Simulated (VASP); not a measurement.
# MnO2 (P-3m1) in VASP: a series of runs

MnO2 is run at these levels: revPBE, PBE; tasks: single point.

Program: VASP 6.6.1. These are calculated values, not measurements. Logs are shortened: lines on timing, memory, paths and dates and some standing lists are left out, and cuts for length are marked.

## Step 1: The cell of the first run

Symmetry: P-3m1, No. 164, trigonal system. The conventional cell has a = 2.877 Å, b = 2.877 Å, c = 5.446 Å, α = 90.00°, β = 90.00°, γ = 120.00°. Within 2.5 Å of Mn (site symmetry -3m) lie 6 O at 1.92 Å. Within 2.6 Å of O (site symmetry 3m) lie 3 Mn at 1.92 Å and 3 O at 2.53 Å.

## Step 2: Single point, revPBE, collinear spin, ferromagnetic start

The input, INCAR:

```
  ALGO = Normal
  EDIFF = 1E-6
  ENCUT = 700
  GGA = RE
  GGA_COMPAT = False
  ISIF = 2
  ISMEAR = 0
  ISPIN = 2
  LASPH = True
  LCHARG = True
  LELF = True
  LMAXMIX = 4
  LORBIT = 11
  LREAL = False
  LVHAR = True
  LWAVE = False
  MAGMOM = 3 0 0
  NBANDS = 24
  NELM = 200
  PREC = Accurate
  SIGMA = 0.05
```

The input, KPOINTS:

```
k-points
0
Gamma
  14 14 6
```

The input, POSCAR:

```
MnO2
1.0
    2.8768068094      0.0000000000      0.0000000000
   -1.4384034047      2.4913877787      0.0000000000
    0.0000000000      0.0000000000      5.4464523635
Mn O
1 2
Direct
    0.0000000000      0.0000000000      0.0000000000
    0.3333333333      0.6666666667      0.1753671606
    0.6666666667      0.3333333333      0.8246328394
```

Potentials or basis: VASP PAW PBE potentials, release 64 (Mn_sv, O).

Launch:

```bash
$ cat potpaw_PBE.64/Mn_sv/POTCAR potpaw_PBE.64/O/POTCAR > POTCAR
$ mpirun -np 1 vasp_std > vasp.out
```

OUTCAR:

```text
EDIFF = 1E-6
   ENCUT = 700
   GGA = RE
   ISIF = 2
   ISMEAR = 0
   ISPIN = 2
   LASPH = True
   LORBIT = 11
   LREAL = False
   NELM = 200
   PREC = Accurate

 ion  position               nearest neighbor table
   1  0.000  0.000  0.000-   2 1.92   3 1.92   2 1.92   3 1.92   3 1.92   2 1.92
   2  0.333  0.667  0.175-   1 1.92   1 1.92   1 1.92
   3  0.667  0.333  0.825-   1 1.92   1 1.92   1 1.92

  LATTYP: Found a hexagonal cell.
 ALAT       =     2.8768068094
 C/A-ratio  =     1.8932284037

  Lattice vectors:

 A1 = (   2.8768068094,   0.0000000000,   0.0000000000)
 A2 = (  -1.4384034047,   2.4913877787,   0.0000000000)
 A3 = (   0.0000000000,   0.0000000000,   5.4464523635)

Analysis of symmetry for initial positions (statically):
=====================================================================
 Subroutine PRICEL returns:
 Original cell was already a primitive cell.

 Routine SETGRP: Setting up the symmetry group for a
 hexagonal supercell.

 Subroutine GETGRP returns: Found 12 space group operations
 (whereof 12 operations were pure point group operations)
 out of a pool of 24 trial point group operations.

The static configuration has the point symmetry D_3d.

Analysis of symmetry for dynamics (positions and initial velocities):
=====================================================================
 Subroutine PRICEL returns:
 Original cell was already a primitive cell.

 Routine SETGRP: Setting up the symmetry group for a
 hexagonal supercell.

 Subroutine GETGRP returns: Found 12 space group operations
 (whereof 12 operations were pure point group operations)
 out of a pool of 24 trial point group operations.

The dynamic configuration has the point symmetry D_3d.

Analysis of structural, dynamic, and magnetic symmetry:
=====================================================================
 Subroutine PRICEL returns:
 Original cell was already a primitive cell.

 Routine SETGRP: Setting up the symmetry group for a
 hexagonal supercell.

 Subroutine GETGRP returns: Found 12 space group operations
 (whereof 12 operations were pure point group operations)
 out of a pool of 24 trial point group operations.

The overall configuration has the point symmetry D_3d.

 Subroutine INISYM returns: Found 12 space group operations
 (whereof 12 operations are pure point group operations),
 and found     1 'primitive' translations

----------------------------------------------------------------------------------------

                                     Primitive cell

  volume of cell :      39.0360

  direct lattice vectors                    reciprocal lattice vectors
     2.876806809  0.000000000  0.000000000     0.347607631  0.200691359  0.000000000
    -1.438403405  2.491387779  0.000000000     0.000000000  0.401382719  0.000000000
     0.000000000  0.000000000  5.446452363     0.000000000  0.000000000  0.183605755

  length of vectors
     2.876806809  2.876806809  5.446452363     0.401382719  0.401382719  0.183605755

  position of ions in fractional coordinates (direct lattice)
     0.000000000  0.000000000  0.000000000
     0.333333333  0.666666667  0.175367161
     0.666666667  0.333333333  0.824632839

  ion indices of the primitive-cell ions
   primitive index   ion index
                 1           1
                 2           2
                 3           3

----------------------------------------------------------------------------------------

 KPOINTS: k-points

Automatic generation of k-mesh.
 Grid dimensions read from file:
 generate k-points for:   14   14    6

 Generating k-lattice:

  Cartesian coordinates                     Fractional coordinates (reciprocal lattice)
     0.024829117  0.014335097  0.000000000     0.071428571  0.000000000  0.000000000
     0.000000000  0.028670194  0.000000000     0.000000000  0.071428571  0.000000000
     0.000000000  0.000000000  0.030600959     0.000000000  0.000000000  0.166666667

  Length of vectors
     0.028670194  0.028670194  0.030600959

  Shift w.r.t. Gamma in fractional coordinates (k-lattice)
     0.000000000  0.000000000  0.000000000

 Subroutine IBZKPT returns following result:
 ===========================================

 Found    128 irreducible k-points:

 Following reciprocal coordinates:
            Coordinates               Weight
  0.000000  0.000000  0.000000      1.000000
  0.071429 -0.000000  0.000000      6.000000
  0.142857 -0.000000  0.000000      6.000000
  0.214286 -0.000000  0.000000      6.000000
  0.285714 -0.000000  0.000000      6.000000
  0.357143 -0.000000  0.000000      6.000000
[... 16 lines left out ...]
  0.285714  0.285714  0.000000      6.000000
  0.357143  0.285714  0.000000      6.000000
 [... further k-points ...]
   k-points           NKPTS =    128   k-points in BZ     NKDIM =    128   number of bands    NBANDS=     24
   number of dos      NEDOS =    301   number of ions     NIONS =      3
   total plane-waves  NPLWV =  37632
   dimension x,y,z NGX =    28 NGY =   28 NGZ =   48
   dimension x,y,z NGXF=    56 NGYF=   56 NGZF=   96
   ions per type =               1   2
   NGX,Y,Z   is equivalent  to a cutoff of  16.18, 16.18, 14.65 a.u.
   NGXF,Y,Z  is equivalent  to a cutoff of  32.36, 32.36, 29.30 a.u.
 SYSTEM =  unknown system
   PREC   = accura    normal or accurate (medium, high low for compatibility)
   ISTART =      0    job   : 0-new  1-cont  2-samecut
   ICHARG =      2    charge: 1-file 2-atom 10-const
   ISPIN  =      2    spin polarized calculation?
   LNONCOLLINEAR =      F non collinear calculations
   LSORBIT =      F    spin-orbit coupling
   LASPH  =      T    aspherical Exc in radial PAW
   ENCUT  =  700.0 eV  51.45 Ry    7.17 a.u.   6.21  6.21 11.75*2*pi/ulx,y,z
   NELM   =    200;   NELMIN=  2; NELMDL= -5     # of ELM steps
   EDIFF  = 0.1E-05   stopping-criterion for ELM
   LREAL  =      F    real-space projection
   EDIFFG = 0.1E-04   stopping-criterion for IOM
   NSW    =      0    number of steps for IOM
   IBRION =     -1    ionic relax: 0-MD 1-quasi-New 2-CG
   NFREE  =      0    steps in history (QN), initial steepest desc. (CG)
   ISIF   =      2    stress and relaxation
   ISYM   =      2    0-nonsym 1-usesym 2-fastsym
   POTIM  = 0.5000    time-step for ionic-motion
   TEBEG  =    0.0;   TEEND  =   0.0 temperature during run
   PSTRESS=    0.0 pullay stress
   NELECT =      27.0000    total number of electrons
   NUPDOWN=      -1.0000    fix difference up-down
   EMIN   =  10.00;   EMAX   =-10.00  energy-range for DOS
   EFERMI =   0.00;   METHOD = LEGACY
   ISMEAR =     0;   SIGMA  =   0.05  broadening in eV -4-tet -1-fermi 0-gaus
   EFERMI_NEDOS =   21; number of points for ismear=-14 and -15
   IALGO  =     38    algorithm
   IMIX   =      4    mixing-type and parameters
     AMIX     =   0.40;   BMIX     =  1.00
     AMIX_MAG =   1.60;   BMIX_MAG =  1.00
  volume/ion in A,a.u.               =      13.01        87.81
  Fermi-wavevector in a.u.,A,eV,Ry     =   1.447796  2.735939 28.519370  2.096115
  Thomas-Fermi vector in A             =   2.565710
   LORBIT       =     11    0 simple, 1 ext, 2 COOP (PROOUT), +10 PAW based schemes
   GGA     = RE    functional components
   LHFCALC =     F    Hartree Fock is set to
   AEXX    =    0.0000 exact exchange contribution
   IVDW    =     0    specifies the selected vdW correction
   LEPSILON=     F    determine dielectric tensor
   LRPA    =     F    only Hartree local field effects (RPA)
 spin polarized calculation
 Gauss-broadening in eV      SIGMA  =   0.05
  energy-cutoff  :      700.00
  volume of cell :       39.04
 maximum number of plane-waves:      1658
 NGX is ok and might be reduce to    28
   NGX = 13   NGY = 13   NGZ = 23

 number of electron      26.9999992 magnetization       2.9999266

 Free energy of the ion-electron system (eV)
  ---------------------------------------------------
  ext. energy  EPLUGINS =         0.00000000
  ---------------------------------------------------
  free energy    TOTEN  =       -23.08831235 eV

  energy without entropy =      -23.08831235  energy(sigma->0) =      -23.08831235

 E-fermi :   2.8480     XC(G=0):  -9.2803

 val. band max:        2.3711520534   @ k =   0.0714   0.0714   0.5000
 cond. band min:       3.4771030199   @ k =   0.0000   0.0000   0.5000
 fundamental gap:      1.1059509664
 Fermi energy:         2.8480298225

 spin component 1

 k-point     1 :       0.0000    0.0000    0.0000
  band No.  band energies     occupation
      1     -79.2149      1.00000
      2     -47.8133      1.00000
      3     -47.7991      1.00000
      4     -47.7991      1.00000
      5     -16.9472      1.00000
      6     -14.8515      1.00000
[... 16 lines left out ...]
     23      22.0120      0.00000
     24      24.8173      0.00000

 k-point     2 :       0.0714   -0.0000    0.0000
  band No.  band energies     occupation
      1     -79.2141      1.00000
      2     -47.8122      1.00000
      3     -47.8064      1.00000
      4     -47.8007      1.00000
      5     -16.8843      1.00000
      6     -14.8677      1.00000
[... 16 lines left out ...]
     23      22.1655      0.00000
     24      24.9536      0.00000

 k-point     3 :       0.1429   -0.0000    0.0000
  band No.  band energies     occupation
      1     -79.2119      1.00000
      2     -47.8271      1.00000
      3     -47.8088      1.00000
      4     -47.8053      1.00000
      5     -16.7039      1.00000
      6     -14.9137      1.00000
[... 16 lines left out ...]
     23      22.5748      0.00000
     24      23.9959      0.00000
[... 514 lines left out ...]
 k-point    23 :       0.2857    0.2857    0.0000
  band No.  band energies     occupation
      1     -79.1972      1.00000
      2     -47.9171      1.00000
      3     -47.8785      1.00000
      4     -47.7870      1.00000
      5     -15.3435      1.00000
      6     -15.2418      1.00000
[... 16 lines left out ...]
     23      19.3041      0.00000
     24      19.6634      0.00000

 k-point    24 :       0.3571    0.2857    0.0000
  band No.  band energies     occupation
      1     -79.1967      1.00000
      2     -47.9120      1.00000
      3     -47.8891      1.00000
      4     -47.7862      1.00000
      5     -15.2735      1.00000
      6     -15.2699      1.00000
[... 16 lines left out ...]
     23      18.8281      0.00000
     24      19.3798      0.00000

 [... further k-points ...]

 spin component 2

 k-point     1 :       0.0000    0.0000    0.0000
  band No.  band energies     occupation
      1     -75.9776      1.00000
      2     -44.6768      1.00000
      3     -44.6768      1.00000
      4     -44.5082      1.00000
      5     -16.8152      1.00000
      6     -14.7721      1.00000
[... 16 lines left out ...]
     23      22.8502      0.00000
     24      25.6143      0.00000

 k-point     2 :       0.0714   -0.0000    0.0000
  band No.  band energies     occupation
      1     -75.9767      1.00000
      2     -44.6856      1.00000
      3     -44.6787      1.00000
      4     -44.5066      1.00000
      5     -16.7533      1.00000
      6     -14.7871      1.00000
[... 16 lines left out ...]
     23      23.0096      0.00000
     24      25.6567      0.00000

 k-point     3 :       0.1429   -0.0000    0.0000
  band No.  band energies     occupation
      1     -75.9741      1.00000
      2     -44.7101      1.00000
      3     -44.6841      1.00000
      4     -44.5023      1.00000
      5     -16.5759      1.00000
      6     -14.8297      1.00000
[... 16 lines left out ...]
     23      23.4415      0.00000
     24      24.5609      0.00000
[... 514 lines left out ...]
 k-point    23 :       0.2857    0.2857    0.0000
  band No.  band energies     occupation
      1     -75.9573      1.00000
      2     -44.8165      1.00000
      3     -44.7703      1.00000
      4     -44.4743      1.00000
      5     -15.2445      1.00000
      6     -15.1416      1.00000
[... 16 lines left out ...]
     23      19.9433      0.00000
     24      20.1438      0.00000

 k-point    24 :       0.3571    0.2857    0.0000
  band No.  band energies     occupation
      1     -75.9567      1.00000
      2     -44.8104      1.00000
      3     -44.7831      1.00000
      4     -44.4734      1.00000
      5     -15.1731      1.00000
      6     -15.1721      1.00000
[... 16 lines left out ...]
     23      19.2464      0.00000
     24      19.9204      0.00000

 [... further k-points ...]

------------------------ aborting loop because EDIFF is reached ----------------------------------------

  FORCE on cell =-STRESS in cart. coord.  units (eV):
  Direction    XX          YY          ZZ          XY          YZ          ZX
  --------------------------------------------------------------------------------------
  -------------------------------------------------------------------------------------
  Total        0.7087324      0.7087324      0.3846455      0.0000000      0.0000000      0.0000000
  in kB       29.0888905     29.0888905     15.7872128      0.0000000      0.0000000      0.0000000
  external PRESSURE =      24.6549980 kB  Pullay stress =       0.0000000 kB

 VOLUME and BASIS-vectors are now :
 -----------------------------------------------------------------------------
  energy-cutoff  :      700.00
  volume of cell :       39.04
      direct lattice vectors                 reciprocal lattice vectors
     2.876806809  0.000000000  0.000000000     0.347607631  0.200691359  0.000000000
    -1.438403405  2.491387779  0.000000000     0.000000000  0.401382719  0.000000000
     0.000000000  0.000000000  5.446452363     0.000000000  0.000000000  0.183605755

 POSITION                                       TOTAL-FORCE (eV/Angst)
 -----------------------------------------------------------------------------------
      0.00000      0.00000      0.00000         0.000000      0.000000      0.000000
     -0.00000      1.66093      0.95513        -0.000000     -0.000000      0.193188
      1.43840      0.83046      4.49132         0.000000      0.000000     -0.193188
 -----------------------------------------------------------------------------------
    total drift:                                0.000000     -0.000000      0.000000

  FREE ENERGIE OF THE ION-ELECTRON SYSTEM (eV)
  ---------------------------------------------------
  free  energy   TOTEN  =       -23.0883123530 eV

  energy  without entropy=      -23.0883123530  energy(sigma->0) =      -23.08831235

 total charge

# of ion       s       p       d       tot
------------------------------------------
    1        2.200   6.109   4.442  12.751
    2        1.581   3.419   0.000   5.000
    3        1.581   3.419   0.000   5.000
--------------------------------------------------
tot          5.362  12.947   4.442  22.751

 magnetization (x)

# of ion       s       p       d       tot
------------------------------------------
    1        0.024   0.017   2.716   2.757
    2        0.003   0.025   0.000   0.028
    3        0.003   0.025   0.000   0.028
--------------------------------------------------
tot          0.031   0.066   2.716   2.813
```

Run time: 6.7 min. Hardware: 1 thread of Intel Xeon Platinum 8259CL at 2.50GHz (Skylake/Cascade Lake), shared host; peak memory 0.4 GiB.

What came out:

```yaml
Free_energy: -23.0883 eV
Pressure: 2.5 GPa
Largest_force: 0.193 eV/Å
Band_gap_on_the_k_mesh: 1.11 eV (least direct gap 1.16 eV)
Net_moment: 3.00 μB per cell
Site_moments: Mn +2.76; O +0.03 μB
Valence_electrons_inside_the_program's_atomic_spheres: Mn 12.75; O 5.00
```

Forces on the atoms (eV/Å):
```
Mn   0.000  0.000  0.000
O    0.000  0.000  0.193
O    0.000  0.000 -0.193
```

Levels at points of the mesh, in eV from the valence-band top:
Spin up:
```csv
k point,band 13,band 14,band 15,band 16,band 17,band 18
"(0.00, 0.00, 0.00)",-1.22,-1.22,-0.18,3.01,3.01,6.91
"(0.50, 0.00, 0.00)",-1.74,-1.66,-0.91,2.26,2.86,11.71
"(0.00, 0.00, 0.50)",-1.23,-1.23,-0.06,3.02,3.02,8.54
"(0.50, 0.00, 0.50)",-1.74,-1.67,-0.94,2.26,2.85,11.30
```
Spin down:
| k point | band 9 | band 10 | band 11 | band 12 | band 13 | band 14 | band 15 | band 16 |
| --- | --- | --- | --- | --- | --- | --- | --- | --- |
| (0.00, 0.00, 0.00) | -4.76 | -1.23 | -1.19 | -1.19 | 1.11 | 1.11 | 2.68 | 4.32 |
| (0.50, 0.00, 0.00) | -3.99 | -2.83 | -2.58 | -1.79 | 1.39 | 1.85 | 2.14 | 3.76 |
| (0.00, 0.00, 0.50) | -4.59 | -1.68 | -1.19 | -1.19 | 1.11 | 1.11 | 2.74 | 4.32 |
| (0.50, 0.00, 0.50) | -4.00 | -2.81 | -2.57 | -1.64 | 1.37 | 1.84 | 2.13 | 3.75 |

Caveat: the PAW data sets were made with another functional, which shifts forces and pressure a little; a cell with one magnetic atom can't hold antiferromagnetic order, which such compounds often take. A k mesh can miss the band edges.

(Continued in part 2 of 2.)
